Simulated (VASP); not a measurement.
# Tc (P6_3/mmc) in VASP: a series of runs

Tc is run at these levels: LDA; tasks: single point.

Everything below comes from runs of VASP 6.6.1. Logs are shortened: lines on timing, memory, paths and dates and some standing lists are left out, and cuts for length are marked.

### 1 The cell of the first run

The structure is hexagonal, space group P6_3/mmc (No. 194). The conventional cell has a = 2.703 Å, b = 2.703 Å, c = 4.339 Å, α = 90.00°, β = 90.00°, γ = 120.00°. Within 3.5 Å of Tc (site symmetry -6m2) lie 12 Tc at 2.67 to 2.70 Å.

### 2 Single point, LDA

The input, INCAR:

```
PREC     = Accurate       # precision mode
ENCUT    = 520            # plane-wave cutoff, eV
EDIFF    = 1E-7           # SCF threshold, eV
ISMEAR   = -1             # smearing method
SIGMA    = 0.05           # smearing width, eV
LREAL    = F              # projectors in reciprocal space
LASPH    = T              # aspherical terms in the spheres
NELM     = 100            # most SCF steps
ALGO     = Normal         # electronic algorithm
ISIF     = 2              # what is computed and relaxed
LWAVE    = F              # write WAVECAR
LCHARG   = T              # write CHGCAR
GGA      = CA             # functional
LELF     = T              # ELF
LVHAR    = T            
NBANDS   = 20             # bands
```

The input, KPOINTS:

```
Automatic mesh
0
Gamma
  11 11 6
```

The input, POSCAR:

```
Tc
1.0
    2.7029684335      0.0000000000      0.0000000000
   -1.3514842167      2.3408393290      0.0000000000
    0.0000000000      0.0000000000      4.3385602812
Tc
2
Direct
    0.6666666667      0.3333333333      0.7500000000
    0.3333333333      0.6666666667      0.2500000000
```

Potentials or basis: VASP PAW LDA potentials, release 64 (Tc_pv).

The run is started by

```sh
> cat potpaw_LDA.64/Tc_pv/POTCAR > POTCAR
> mpirun -np 1 vasp_std > vasp.out
```

OUTCAR:

```text
PREC = Accurate
   ENCUT = 520
   EDIFF = 1E-7
   ISMEAR = -1
   LREAL = F
   LASPH = T
   NELM = 100
   ISIF = 2
   GGA = CA

 ion  position               nearest neighbor table
   1  0.667  0.333  0.750-   2 2.67   2 2.67   2 2.67   2 2.67   2 2.67   2 2.67
   2  0.333  0.667  0.250-   1 2.67   1 2.67   1 2.67   1 2.67   1 2.67   1 2.67

  LATTYP: Found a hexagonal cell.
 ALAT       =     2.7029684335
 C/A-ratio  =     1.6051094890

  Lattice vectors:

 A1 = (   2.7029684335,   0.0000000000,   0.0000000000)
 A2 = (  -1.3514842167,   2.3408393290,   0.0000000000)
 A3 = (   0.0000000000,   0.0000000000,   4.3385602812)

Analysis of symmetry for initial positions (statically):
=====================================================================
 Subroutine PRICEL returns:
 Original cell was already a primitive cell.

 Routine SETGRP: Setting up the symmetry group for a
 hexagonal supercell.

 Subroutine GETGRP returns: Found 24 space group operations
 (whereof 12 operations were pure point group operations)
 out of a pool of 24 trial point group operations.

The static configuration has the point symmetry D_3d.
 The point group associated with its full space group is D_6h.

Analysis of symmetry for dynamics (positions and initial velocities):
=====================================================================
 Subroutine PRICEL returns:
 Original cell was already a primitive cell.

 Routine SETGRP: Setting up the symmetry group for a
 hexagonal supercell.

 Subroutine GETGRP returns: Found 24 space group operations
 (whereof 12 operations were pure point group operations)
 out of a pool of 24 trial point group operations.

The dynamic configuration has the point symmetry D_3d.
 The point group associated with its full space group is D_6h.

 Subroutine INISYM returns: Found 24 space group operations
 (whereof 12 operations are pure point group operations),
 and found     1 'primitive' translations

----------------------------------------------------------------------------------------

                                     Primitive cell

  volume of cell :      27.4510

  direct lattice vectors                    reciprocal lattice vectors
     2.702968434  0.000000000  0.000000000     0.369963625  0.213598598  0.000000000
    -1.351484217  2.340839329  0.000000000     0.000000000  0.427197197  0.000000000
     0.000000000  0.000000000  4.338560281     0.000000000  0.000000000  0.230491208

  length of vectors
     2.702968434  2.702968433  4.338560281     0.427197197  0.427197197  0.230491208

  position of ions in fractional coordinates (direct lattice)
     0.666666667  0.333333333  0.750000000
     0.333333333  0.666666667  0.250000000

  ion indices of the primitive-cell ions
   primitive index   ion index
                 1           1
                 2           2

----------------------------------------------------------------------------------------

 KPOINTS: Automatic mesh

Automatic generation of k-mesh.
 Grid dimensions read from file:
 generate k-points for:   11   11    6

 Generating k-lattice:

  Cartesian coordinates                     Fractional coordinates (reciprocal lattice)
     0.033633057  0.019418054  0.000000000     0.090909091  0.000000000  0.000000000
     0.000000000  0.038836109  0.000000000     0.000000000  0.090909091  0.000000000
     0.000000000  0.000000000  0.038415201     0.000000000  0.000000000  0.166666667

  Length of vectors
     0.038836109  0.038836109  0.038415201

  Shift w.r.t. Gamma in fractional coordinates (k-lattice)
     0.000000000  0.000000000  0.000000000

 Subroutine IBZKPT returns following result:
 ===========================================

 Found     64 irreducible k-points:

 Following reciprocal coordinates:
            Coordinates               Weight
  0.000000  0.000000  0.000000      1.000000
  0.090909  0.000000  0.000000      6.000000
  0.181818  0.000000  0.000000      6.000000
  0.272727  0.000000  0.000000      6.000000
  0.363636  0.000000  0.000000      6.000000
  0.454545  0.000000  0.000000      6.000000
[... 16 lines left out ...]
  0.090909  0.090909  0.166667     12.000000
  0.181818  0.090909  0.166667     24.000000
 [... further k-points ...]
   k-points           NKPTS =     64   k-points in BZ     NKDIM =     64   number of bands    NBANDS=     20
   number of dos      NEDOS =    301   number of ions     NIONS =      2
   total plane-waves  NPLWV =  12800
   dimension x,y,z NGX =    20 NGY =   20 NGZ =   32
   dimension x,y,z NGXF=    40 NGYF=   40 NGZF=   64
   ions per type =               2
   NGX,Y,Z   is equivalent  to a cutoff of  12.30, 12.30, 12.26 a.u.
   NGXF,Y,Z  is equivalent  to a cutoff of  24.60, 24.60, 24.52 a.u.
 SYSTEM =  unknown system
   PREC   = accura    normal or accurate (medium, high low for compatibility)
   ISTART =      0    job   : 0-new  1-cont  2-samecut
   ICHARG =      2    charge: 1-file 2-atom 10-const
   ISPIN  =      1    spin polarized calculation?
   LNONCOLLINEAR =      F non collinear calculations
   LSORBIT =      F    spin-orbit coupling
   LASPH  =      T    aspherical Exc in radial PAW
   ENCUT  =  520.0 eV  38.22 Ry    6.18 a.u.   5.03  5.03  8.07*2*pi/ulx,y,z
   NELM   =    100;   NELMIN=  2; NELMDL= -5     # of ELM steps
   EDIFF  = 0.1E-06   stopping-criterion for ELM
   LREAL  =      F    real-space projection
   EDIFFG = 0.1E-05   stopping-criterion for IOM
   NSW    =      0    number of steps for IOM
   IBRION =     -1    ionic relax: 0-MD 1-quasi-New 2-CG
   NFREE  =      0    steps in history (QN), initial steepest desc. (CG)
   ISIF   =      2    stress and relaxation
   ISYM   =      2    0-nonsym 1-usesym 2-fastsym
   POTIM  = 0.5000    time-step for ionic-motion
   TEBEG  =    0.0;   TEEND  =   0.0 temperature during run
   PSTRESS=    0.0 pullay stress
   NELECT =      26.0000    total number of electrons
   NUPDOWN=      -1.0000    fix difference up-down
   EMIN   =  10.00;   EMAX   =-10.00  energy-range for DOS
   EFERMI =   0.00;   METHOD = LEGACY
   ISMEAR =    -1;   SIGMA  =   0.05  broadening in eV -4-tet -1-fermi 0-gaus
   EFERMI_NEDOS =   21; number of points for ismear=-14 and -15
   IALGO  =     38    algorithm
   IMIX   =      4    mixing-type and parameters
     AMIX     =   0.40;   BMIX     =  1.00
     AMIX_MAG =   1.60;   BMIX_MAG =  1.00
  volume/ion in A,a.u.               =      13.73        92.62
  Fermi-wavevector in a.u.,A,eV,Ry     =   1.607730  3.038170 35.168296  2.584797
  Thomas-Fermi vector in A             =   2.703712
   LORBIT       =      0    0 simple, 1 ext, 2 COOP (PROOUT), +10 PAW based schemes
   GGA     = CA    functional components
   LHFCALC =     F    Hartree Fock is set to
   AEXX    =    0.0000 exact exchange contribution
   IVDW    =     0    specifies the selected vdW correction
   LEPSILON=     F    determine dielectric tensor
   LRPA    =     F    only Hartree local field effects (RPA)
 non-spin polarized calculation
  energy-cutoff  :      520.00
  volume of cell :       27.45
 maximum number of plane-waves:       764
 NGX is ok and might be reduce to    20
   NGX =  9   NGY =  9   NGZ = 17

 number of electron      26.0000009 magnetization

 Free energy of the ion-electron system (eV)
  ---------------------------------------------------
  ext. energy  EPLUGINS =         0.00000000
  ---------------------------------------------------
  free energy    TOTEN  =       -23.47924040 eV

  energy without entropy =      -23.46256804  energy(sigma->0) =      -23.47090422

 E-fermi :  13.2285     XC(G=0): -14.2696

 val. band max:       13.2193116736   @ k =   0.3636   0.2727   0.5000
 cond. band min:      13.2686468345   @ k =   0.1818   0.0909   0.3333
 fundamental gap:      0.0493351609
 Fermi energy:        13.2284693649

 k-point     1 :       0.0000    0.0000    0.0000
  band No.  band energies     occupation
      1     -26.1516      2.00000
      2     -24.8676      2.00000
      3     -24.8676      2.00000
      4     -24.6542      2.00000
      5     -24.6542      2.00000
      6     -24.6082      2.00000
[... 12 lines left out ...]
     19      24.8348      0.00000
     20      27.5843      0.00000

 k-point     2 :       0.0909    0.0000    0.0000
  band No.  band energies     occupation
      1     -26.1128      2.00000
      2     -24.9564      2.00000
      3     -24.8963      2.00000
      4     -24.7459      2.00000
      5     -24.6664      2.00000
      6     -24.6245      2.00000
[... 12 lines left out ...]
     19      24.7952      0.00000
     20      28.2443      0.00000

 k-point     3 :       0.1818    0.0000    0.0000
  band No.  band energies     occupation
      1     -26.0027      2.00000
      2     -25.1936      2.00000
      3     -24.9843      2.00000
      4     -24.9702      2.00000
      5     -24.7015      2.00000
      6     -24.6741      2.00000
[... 12 lines left out ...]
     19      24.5918      0.00000
     20      29.4999      0.00000

 k-point     4 :       0.2727    0.0000    0.0000
  band No.  band energies     occupation
      1     -25.8397      2.00000
      2     -25.5021      2.00000
      3     -25.2813      2.00000
      4     -25.0620      2.00000
      5     -24.7575      2.00000
      6     -24.7508      2.00000
[... 12 lines left out ...]
     19      24.2452      0.00000
     20      27.9640      0.00000

 k-point     5 :       0.3636    0.0000    0.0000
  band No.  band energies     occupation
      1     -25.7821      2.00000
      2     -25.6555      2.00000
      3     -25.5416      2.00000
      4     -25.1430      2.00000
      5     -24.8677      2.00000
      6     -24.7982      2.00000
[... 12 lines left out ...]
     19      24.5437      0.00000
     20      25.3406      0.00000
[... 353 lines left out ...]
      6     -24.8218      2.00000
[... 12 lines left out ...]
     19      25.3591      0.00000
     20      26.5493      0.00000

 k-point    22 :       0.4545    0.0000    0.1667
  band No.  band energies     occupation
      1     -26.0081      2.00000
      2     -25.7699      2.00000
      3     -25.3891      2.00000
      4     -25.1662      2.00000
      5     -24.9427      2.00000
      6     -24.8519      2.00000
[... 12 lines left out ...]
     19      24.8893      0.00000
     20      26.0407      0.00000

 k-point    23 :       0.0909    0.0909    0.1667
  band No.  band energies     occupation
      1     -25.9631      2.00000
      2     -25.0740      2.00000
      3     -25.0179      2.00000
      4     -24.9013      2.00000
      5     -24.7211      2.00000
      6     -24.6960      2.00000
[... 12 lines left out ...]
     19      25.9096      0.00000
     20      28.7675      0.00000

 k-point    24 :       0.1818    0.0909    0.1667
  band No.  band energies     occupation
      1     -25.8662      2.00000
      2     -25.3146      2.00000
      3     -25.2479      2.00000
      4     -25.0060      2.00000
      5     -24.7879      2.00000
      6     -24.7407      2.00000
[... 12 lines left out ...]
     19      25.8365      0.00000
     20      29.2790      0.00000

 [... further k-points ...]
[... 5 lines left out ...]
  --------------------------------------------------------------------------------------
  -------------------------------------------------------------------------------------
  Total        0.2292423      0.2292423      0.1140739      0.0000000      0.0000000      0.0000000
  in kB       13.3797235     13.3797235      6.6579190      0.0000000      0.0000000      0.0000000
  external PRESSURE =      11.1391220 kB  Pullay stress =       0.0000000 kB

 VOLUME and BASIS-vectors are now :
 -----------------------------------------------------------------------------
  energy-cutoff  :      520.00
  volume of cell :       27.45
      direct lattice vectors                 reciprocal lattice vectors
     2.702968434  0.000000000  0.000000000     0.369963625  0.213598598  0.000000000
    -1.351484217  2.340839329  0.000000000     0.000000000  0.427197197  0.000000000
     0.000000000  0.000000000  4.338560281     0.000000000  0.000000000  0.230491208

 POSITION                                       TOTAL-FORCE (eV/Angst)
 -----------------------------------------------------------------------------------
      1.35148      0.78028      3.25392        -0.000000     -0.000000      0.000000
     -0.00000      1.56056      1.08464         0.000000      0.000000      0.000000
 -----------------------------------------------------------------------------------
    total drift:                               -0.000000      0.000000     -0.000000

  FREE ENERGIE OF THE ION-ELECTRON SYSTEM (eV)
  ---------------------------------------------------
  free  energy   TOTEN  =       -23.4792404039 eV

  energy  without entropy=      -23.4625680439  energy(sigma->0) =      -23.47090422
```

Wall time 21 s (1 thread of Intel Xeon Platinum 8559C (Emerald Rapids), shared host); peak memory 0.15 GiB.

What came out:

```yaml
Free_energy: -23.4792 eV
Pressure: 1.1 GPa
Band_gap_on_the_k_mesh: zero (band 13 reaches 14.75 eV, above the bottom of band 14 at 11.43 eV)
```

(Continued in part 2 of 2.)
